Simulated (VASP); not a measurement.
# Cu (P6_3/mmc) in VASP: notebook

Cu is run at these levels: PBE; tasks: single point.

Everything below comes from runs of VASP 6.6.1. Logs are shortened: lines on timing, memory, paths and dates and some standing lists are left out, and cuts for length are marked.

**1. The cell of the first run**

The structure is hexagonal, space group P6_3/mmc (No. 194). The conventional cell has a = 2.568 Å, b = 2.568 Å, c = 4.194 Å, α = 90.00°, β = 90.00°, γ = 120.00°. Within 3.4 Å of Cu (site symmetry -6m2) lie 12 Cu at 2.57 Å.

This isn't the form of Cu at room conditions, which is fcc.

**2. Single point, PBE**

INCAR reads:

```
SYSTEM = Cu
PREC = Accurate ; ENCUT = 700
EDIFF = 1E-6 ; ISMEAR = 0
SIGMA = 0.1 ; LREAL = .FALSE.
LASPH = .TRUE. ; NELM = 120
ALGO = Normal ; ISIF = 2
LWAVE = .FALSE. ; LCHARG = .FALSE.
GGA = PE ; NBANDS = 26
GGA_COMPAT = .FALSE.
```

KPOINTS reads:

```
regular mesh
0
G
  24 24 12
  0 0 0
```

POSCAR reads:

```
Cu
1.0
    2.5680103728      0.0000000000      0.0000000000
   -1.2840051864      2.2239622200      0.0000000000
    0.0000000000      0.0000000000      4.1935281576
Cu
2
Direct
    0.3333333333      0.6666666667      0.2500000000
    0.6666666667      0.3333333333      0.7500000000
```

Potentials or basis: VASP PAW PBE potentials, release 64 (Cu_sv_GW).

The run is started by

```bash
cat potpaw_PBE.64/Cu_sv_GW/POTCAR > POTCAR
mpirun -np 1 vasp_std > vasp.out
```

OUTCAR:

```text
SYSTEM = Cu
   PREC = Accurate
   ENCUT = 700
   EDIFF = 1E-6
   ISMEAR = 0
   LREAL = .FALSE.
   LASPH = .TRUE.
   NELM = 120
   ISIF = 2
   GGA = PE

 ion  position               nearest neighbor table
   1  0.333  0.667  0.250-   2 2.57   2 2.57   2 2.57   2 2.57   2 2.57   2 2.57
   2  0.667  0.333  0.750-   1 2.57   1 2.57   1 2.57   1 2.57   1 2.57   1 2.57

  LATTYP: Found a hexagonal cell.
 ALAT       =     2.5680103728
 C/A-ratio  =     1.6329872348

  Lattice vectors:

 A1 = (   2.5680103728,   0.0000000000,   0.0000000000)
 A2 = (  -1.2840051864,   2.2239622200,   0.0000000000)
 A3 = (   0.0000000000,   0.0000000000,   4.1935281576)

Analysis of symmetry for initial positions (statically):
=====================================================================
 Subroutine PRICEL returns:
 Original cell was already a primitive cell.

 Routine SETGRP: Setting up the symmetry group for a
 hexagonal supercell.

 Subroutine GETGRP returns: Found 24 space group operations
 (whereof 12 operations were pure point group operations)
 out of a pool of 24 trial point group operations.

The static configuration has the point symmetry D_3d.
 The point group associated with its full space group is D_6h.

Analysis of symmetry for dynamics (positions and initial velocities):
=====================================================================
 Subroutine PRICEL returns:
 Original cell was already a primitive cell.

 Routine SETGRP: Setting up the symmetry group for a
 hexagonal supercell.

 Subroutine GETGRP returns: Found 24 space group operations
 (whereof 12 operations were pure point group operations)
 out of a pool of 24 trial point group operations.

The dynamic configuration has the point symmetry D_3d.
 The point group associated with its full space group is D_6h.

 Subroutine INISYM returns: Found 24 space group operations
 (whereof 12 operations are pure point group operations),
 and found     1 'primitive' translations

----------------------------------------------------------------------------------------

                                     Primitive cell

  volume of cell :      23.9499

  direct lattice vectors                    reciprocal lattice vectors
     2.568010373  0.000000000  0.000000000     0.389406527  0.224823963  0.000000000
    -1.284005186  2.223962220  0.000000000     0.000000000  0.449647926  0.000000000
     0.000000000  0.000000000  4.193528158     0.000000000  0.000000000  0.238462689

  length of vectors
     2.568010373  2.568010373  4.193528158     0.449647926  0.449647926  0.238462689

  position of ions in fractional coordinates (direct lattice)
     0.333333333  0.666666667  0.250000000
     0.666666667  0.333333333  0.750000000

  ion indices of the primitive-cell ions
   primitive index   ion index
                 1           1
                 2           2

----------------------------------------------------------------------------------------

 KPOINTS: regular mesh

Automatic generation of k-mesh.
 Grid dimensions read from file:
 generate k-points for:   24   24   12

 Generating k-lattice:

  Cartesian coordinates                     Fractional coordinates (reciprocal lattice)
     0.016225272  0.009367665  0.000000000     0.041666667  0.000000000  0.000000000
     0.000000000  0.018735330  0.000000000     0.000000000  0.041666667  0.000000000
     0.000000000  0.000000000  0.019871891     0.000000000  0.000000000  0.083333333

  Length of vectors
     0.018735330  0.018735330  0.019871891

  Shift w.r.t. Gamma in fractional coordinates (k-lattice)
     0.000000000  0.000000000  0.000000000

 Subroutine IBZKPT returns following result:
 ===========================================

 Found    427 irreducible k-points:

 Following reciprocal coordinates:
            Coordinates               Weight
  0.000000  0.000000  0.000000      1.000000
  0.041667  0.000000  0.000000      6.000000
  0.083333 -0.000000  0.000000      6.000000
  0.125000 -0.000000  0.000000      6.000000
  0.166667  0.000000  0.000000      6.000000
  0.208333  0.000000  0.000000      6.000000
[... 16 lines left out ...]
  0.416667  0.041667  0.000000     12.000000
  0.458333  0.041667  0.000000     12.000000
 [... further k-points ...]
   k-points           NKPTS =    427   k-points in BZ     NKDIM =    427   number of bands    NBANDS=     26
   number of dos      NEDOS =    301   number of ions     NIONS =      2
   total plane-waves  NPLWV =  20736
   dimension x,y,z NGX =    24 NGY =   24 NGZ =   36
   dimension x,y,z NGXF=    48 NGYF=   48 NGZF=   72
   ions per type =               2
   NGX,Y,Z   is equivalent  to a cutoff of  15.54, 15.54, 14.27 a.u.
   NGXF,Y,Z  is equivalent  to a cutoff of  31.07, 31.07, 28.54 a.u.
 SYSTEM =  Cu
   PREC   = accura    normal or accurate (medium, high low for compatibility)
   ISTART =      0    job   : 0-new  1-cont  2-samecut
   ICHARG =      2    charge: 1-file 2-atom 10-const
   ISPIN  =      1    spin polarized calculation?
   LNONCOLLINEAR =      F non collinear calculations
   LSORBIT =      F    spin-orbit coupling
   LASPH  =      T    aspherical Exc in radial PAW
   ENCUT  =  700.0 eV  51.45 Ry    7.17 a.u.   5.54  5.54  9.05*2*pi/ulx,y,z
   NELM   =    120;   NELMIN=  2; NELMDL= -5     # of ELM steps
   EDIFF  = 0.1E-05   stopping-criterion for ELM
   LREAL  =      F    real-space projection
   EDIFFG = 0.1E-04   stopping-criterion for IOM
   NSW    =      0    number of steps for IOM
   IBRION =     -1    ionic relax: 0-MD 1-quasi-New 2-CG
   NFREE  =      0    steps in history (QN), initial steepest desc. (CG)
   ISIF   =      2    stress and relaxation
   ISYM   =      2    0-nonsym 1-usesym 2-fastsym
   POTIM  = 0.5000    time-step for ionic-motion
   TEBEG  =    0.0;   TEEND  =   0.0 temperature during run
   PSTRESS=    0.0 pullay stress
   NELECT =      38.0000    total number of electrons
   NUPDOWN=      -1.0000    fix difference up-down
   EMIN   =  10.00;   EMAX   =-10.00  energy-range for DOS
   EFERMI =   0.00;   METHOD = LEGACY
   ISMEAR =     0;   SIGMA  =   0.10  broadening in eV -4-tet -1-fermi 0-gaus
   EFERMI_NEDOS =   21; number of points for ismear=-14 and -15
   IALGO  =     38    algorithm
   IMIX   =      4    mixing-type and parameters
     AMIX     =   0.40;   BMIX     =  1.00
     AMIX_MAG =   1.60;   BMIX_MAG =  1.00
  volume/ion in A,a.u.               =      11.97        80.81
  Fermi-wavevector in a.u.,A,eV,Ry     =   1.909420  3.608280 49.605269  3.645884
  Thomas-Fermi vector in A             =   2.946488
   LORBIT       =      0    0 simple, 1 ext, 2 COOP (PROOUT), +10 PAW based schemes
   GGA     = PE    functional components
   LHFCALC =     F    Hartree Fock is set to
   AEXX    =    0.0000 exact exchange contribution
   IVDW    =     0    specifies the selected vdW correction
   LEPSILON=     F    determine dielectric tensor
   LRPA    =     F    only Hartree local field effects (RPA)
 non-spin polarized calculation
 Gauss-broadening in eV      SIGMA  =   0.10
  energy-cutoff  :      700.00
  volume of cell :       23.95
 maximum number of plane-waves:      1038
 NGX is ok and might be reduce to    24
   NGX = 11   NGY = 11   NGZ = 19

 number of electron      38.0000034 magnetization

 Free energy of the ion-electron system (eV)
  ---------------------------------------------------
  ext. energy  EPLUGINS =         0.00000000
  ---------------------------------------------------
  free energy    TOTEN  =        -7.57252807 eV

  energy without entropy =       -7.56986276  energy(sigma->0) =       -7.57119542

 E-fermi :   7.4009     XC(G=0): -13.2715

 val. band max:        7.3993363556   @ k =   0.5000  -0.0000   0.0833
 cond. band min:       7.4135025353   @ k =   0.1667   0.0000   0.1667
 fundamental gap:      0.0141661797
 Fermi energy:         7.4009390109

 k-point     1 :       0.0000    0.0000    0.0000
  band No.  band energies     occupation
      1    -105.1139      2.00000
      2    -105.0992      2.00000
      3     -62.5395      2.00000
      4     -62.4570      2.00000
      5     -62.4570      2.00000
      6     -62.4435      2.00000
[... 18 lines left out ...]
     25      30.6001      0.00000
     26      30.6308      0.00000

 k-point     2 :       0.0417    0.0000    0.0000
  band No.  band energies     occupation
      1    -105.1140      2.00000
      2    -105.0994      2.00000
      3     -62.5392      2.00000
      4     -62.4586      2.00000
      5     -62.4577      2.00000
      6     -62.4453      2.00000
[... 18 lines left out ...]
     25      31.2661      0.00000
     26      31.6171      0.00000

 k-point     3 :       0.0833   -0.0000    0.0000
  band No.  band energies     occupation
      1    -105.1136      2.00000
      2    -105.0996      2.00000
      3     -62.5377      2.00000
      4     -62.4636      2.00000
      5     -62.4592      2.00000
      6     -62.4494      2.00000
[... 18 lines left out ...]
     25      31.5903      0.00000
     26      31.9297      0.00000

 k-point     4 :       0.1250   -0.0000    0.0000
  band No.  band energies     occupation
      1    -105.1124      2.00000
      2    -105.0994      2.00000
      3     -62.5352      2.00000
      4     -62.4698      2.00000
      5     -62.4615      2.00000
      6     -62.4550      2.00000
[... 18 lines left out ...]
     25      30.7414      0.00000
     26      31.9631      0.00000

 k-point     5 :       0.1667    0.0000    0.0000
  band No.  band energies     occupation
      1    -105.1107      2.00000
      2    -105.0989      2.00000
      3     -62.5317      2.00000
      4     -62.4776      2.00000
      5     -62.4639      2.00000
      6     -62.4626      2.00000
[... 18 lines left out ...]
     25      28.9192      0.00000
     26      30.5143      0.00000

 k-point     6 :       0.2083    0.0000    0.0000
  band No.  band energies     occupation
      1    -105.1090      2.00000
      2    -105.0982      2.00000
      3     -62.5274      2.00000
      4     -62.4860      2.00000
      5     -62.4714      2.00000
      6     -62.4672      2.00000
[... 427 lines left out ...]
 k-point    21 :       0.3333    0.0417    0.0000
  band No.  band energies     occupation
      1    -105.1032      2.00000
      2    -105.0960      2.00000
      3     -62.5188      2.00000
      4     -62.5084      2.00000
      5     -62.5048      2.00000
      6     -62.4776      2.00000
[... 18 lines left out ...]
     25      22.0307      0.00000
     26      27.0765      0.00000

 k-point    22 :       0.3750    0.0417    0.0000
  band No.  band energies     occupation
      1    -105.1016      2.00000
      2    -105.0955      2.00000
      3     -62.5256      2.00000
      4     -62.5113      2.00000
      5     -62.5030      2.00000
      6     -62.4797      2.00000
[... 18 lines left out ...]
     25      20.6407      0.00000
     26      26.8903      0.00000

 k-point    23 :       0.4167    0.0417    0.0000
  band No.  band energies     occupation
      1    -105.1006      2.00000
      2    -105.0953      2.00000
      3     -62.5303      2.00000
      4     -62.5161      2.00000
      5     -62.4990      2.00000
      6     -62.4813      2.00000
[... 18 lines left out ...]
     25      20.0587      0.00000
     26      26.7661      0.00000

 k-point    24 :       0.4583    0.0417    0.0000
  band No.  band energies     occupation
      1    -105.1001      2.00000
      2    -105.0953      2.00000
      3     -62.5331      2.00000
      4     -62.5184      2.00000
      5     -62.4964      2.00000
      6     -62.4821      2.00000
[... 18 lines left out ...]
     25      19.8868      0.00000
     26      26.7094      0.00000

 [... further k-points ...]

------------------------ aborting loop because EDIFF is reached ----------------------------------------

  FORCE on cell =-STRESS in cart. coord.  units (eV):
  Direction    XX          YY          ZZ          XY          YZ          ZX
  --------------------------------------------------------------------------------------
  -------------------------------------------------------------------------------------
  Total       -0.7887980     -0.7887980     -0.6871642     -0.0000000      0.0000000      0.0000000
  in kB      -52.7682419    -52.7682419    -45.9692452     -0.0000000      0.0000000      0.0000000
  external PRESSURE =     -50.5019097 kB  Pullay stress =       0.0000000 kB

 VOLUME and BASIS-vectors are now :
 -----------------------------------------------------------------------------
  energy-cutoff  :      700.00
  volume of cell :       23.95
      direct lattice vectors                 reciprocal lattice vectors
     2.568010373  0.000000000  0.000000000     0.389406527  0.224823963  0.000000000
    -1.284005186  2.223962220  0.000000000     0.000000000  0.449647926  0.000000000
     0.000000000  0.000000000  4.193528158     0.000000000  0.000000000  0.238462689

 POSITION                                       TOTAL-FORCE (eV/Angst)
 -----------------------------------------------------------------------------------
     -0.00000      1.48264      1.04838        -0.000000      0.000000      0.000000
      1.28401      0.74132      3.14515         0.000000     -0.000000      0.000000
 -----------------------------------------------------------------------------------
    total drift:                               -0.000000      0.000000     -0.000000

  FREE ENERGIE OF THE ION-ELECTRON SYSTEM (eV)
  ---------------------------------------------------
  free  energy   TOTEN  =        -7.5725280680 eV

  energy  without entropy=       -7.5698627624  energy(sigma->0) =       -7.57119542
```

It took 2.7 min on 1 thread of Intel Xeon 6975P-C (Granite Rapids), shared host; peak memory 0.48 GiB.

Results:

```yaml
Free_energy: -7.5725 eV
Pressure: -5.1 GPa
Band_gap_on_the_k_mesh: zero (bands 19 and 20 overlap by 5.89 eV)
```

Levels at points of the mesh, in eV from the Fermi level:
```csv
k point,band 16,band 17,band 18,band 19,band 20,band 21,band 22,band 23
"(0.00, 0.00, 0.00)",-2.40,-2.40,-1.66,-1.66,-1.00,3.70,21.25,21.50
"(0.50, 0.00, 0.00)",-1.56,-1.52,-1.47,0.02,1.54,7.68,8.01,10.60
"(0.00, 0.00, 0.50)",-2.92,-1.88,-1.88,-1.88,-1.88,12.32,12.32,21.94
"(0.50, 0.00, 0.50)",-1.83,-1.51,-1.51,0.49,0.49,4.76,4.76,15.93
```

Caveat: the cell stands under tension.

**3. Single point, PBE (biaxial strain in the a-b plane: +4.0 %)**

INCAR reads:

```
PREC = Accurate
ENCUT = 520
EDIFF = 1E-6
ISMEAR = 0
SIGMA = 0.1
LREAL = False
LASPH = True
NELM = 80
ALGO = Fast
ISIF = 2
LWAVE = False
LCHARG = False
GGA = PE
NBANDS = 18
```

KPOINTS reads:

```
Automatic mesh
0
Gamma
  24 24 12
```

POSCAR reads:

```
Cu
1.0
    2.6707307877      0.0000000000      0.0000000000
   -1.3353653938      2.3129207088      0.0000000000
    0.0000000000      0.0000000000      4.0928834819
Cu
2
Direct
    0.3333333333      0.6666666667      0.2500000000
    0.6666666667      0.3333333333      0.7500000000
```

Potentials or basis: VASP PAW PBE potentials, release 64 (Cu).

The run is started by

```bash
cat potpaw_PBE.64/Cu/POTCAR > POTCAR
mpirun -np 1 vasp_std > vasp.out
```

Run time: 92 s. Hardware: 1 thread of Intel Xeon Platinum 8559C (Emerald Rapids), shared host; peak memory 0.26 GiB.

The run converged. Its results:

```yaml
Free_energy: -7.3860 eV
Pressure: -5.0 GPa
Band_gap_on_the_k_mesh: zero (bands 11 and 12 overlap by 5.45 eV)
```

Stress tensor (GPa, compression positive):
```
-7.83  0.00  0.00
 0.00 -7.83  0.00
 0.00  0.00  0.74
```

Levels at points of the mesh, in eV from the Fermi level:
| k point | band 8 | band 9 | band 10 | band 11 | band 12 | band 13 | band 14 | band 15 |
| --- | --- | --- | --- | --- | --- | --- | --- | --- |
| (0.00, 0.00, 0.00) | -2.51 | -2.51 | -1.68 | -1.68 | -0.25 | 4.28 | 19.38 | 19.38 |
| (0.50, 0.00, 0.00) | -1.70 | -1.58 | -1.49 | -0.16 | 1.15 | 7.71 | 8.26 | 10.56 |
| (0.00, 0.00, 0.50) | -2.90 | -1.87 | -1.87 | -1.87 | -1.87 | 13.50 | 13.50 | 20.66 |
| (0.50, 0.00, 0.50) | -1.84 | -1.62 | -1.62 | 0.48 | 0.48 | 4.31 | 4.31 | 14.74 |

Caveat: the cell differs from its parent crystal (biaxial strain in the a-b plane: +4.0 %); the cell stands under tension.

**4. Single point, PBE (biaxial strain in the a-b plane: +6.0 %, then relaxed in part)**

INCAR reads:

```
SYSTEM = Cu
  PREC = Accurate
  ENCUT = 520
  EDIFF = 1E-6
  ISMEAR = 0
  SIGMA = 0.1
  LREAL = .FALSE.
  LASPH = .TRUE.
  NELM = 100
  ALGO = Fast
  ISIF = 2
  LWAVE = .FALSE.
  LCHARG = .FALSE.
  GGA = PE
  NBANDS = 18
```

KPOINTS reads:

```
regular mesh
0
G
  24 24 12
  0 0 0
```

POSCAR reads:

```
Cu
1.0
    2.7220909951      0.0000000000      0.0000000000
   -1.3610454976      2.3573999532      0.0000000000
    0.0000000000      0.0000000000      4.0211380228
Cu
2
Direct
    0.3333333333      0.6666666667      0.2500000000
    0.6666666667      0.3333333333      0.7500000000
```

The run is started by

```bash
cat potpaw_PBE.64/Cu/POTCAR > POTCAR
mpirun -np 1 vasp_std > vasp.out
```

Wall time 1.7 min (1 thread of Intel Xeon Platinum 8559C (Emerald Rapids), shared host); peak memory 0.26 GiB.

It converged, with:

| Quantity | Value |
| --- | --- |
| Free energy | -7.3282 eV |
| Pressure | -6.0 GPa |
| Band gap on the k mesh | zero (bands 11 and 12 overlap by 5.21 eV) |

Stress tensor (GPa, compression positive):
```
-9.66  0.00  0.00
 0.00 -9.66  0.00
 0.00  0.00  1.18
```

Levels at points of the mesh, in eV from the Fermi level:
| k point | band 7 | band 8 | band 9 | band 10 | band 11 | band 12 | band 13 | band 14 | band 15 | band 16 |
| --- | --- | --- | --- | --- | --- | --- | --- | --- | --- | --- |
| (0.00, 0.00, 0.00) | -2.49 | -2.49 | -2.48 | -1.63 | -1.63 | 0.17 | 4.72 | 18.39 | 18.39 | 19.34 |
| (0.50, 0.00, 0.00) | -2.32 | -1.72 | -1.57 | -1.42 | -0.23 | 0.98 | 7.82 | 8.53 | 10.67 | 10.96 |
| (0.00, 0.00, 0.50) | -2.79 | -2.79 | -1.81 | -1.81 | -1.81 | -1.81 | 14.31 | 14.31 | 20.07 | 20.07 |
| (0.50, 0.00, 0.50) | -1.81 | -1.81 | -1.62 | -1.62 | 0.48 | 0.48 | 4.17 | 4.17 | 14.22 | 14.22 |

Caveat: the cell differs from its parent crystal (biaxial strain in the a-b plane: +6.0 %, then relaxed in part); the cell stands under tension.

(Part 1 of 2 ends here.)
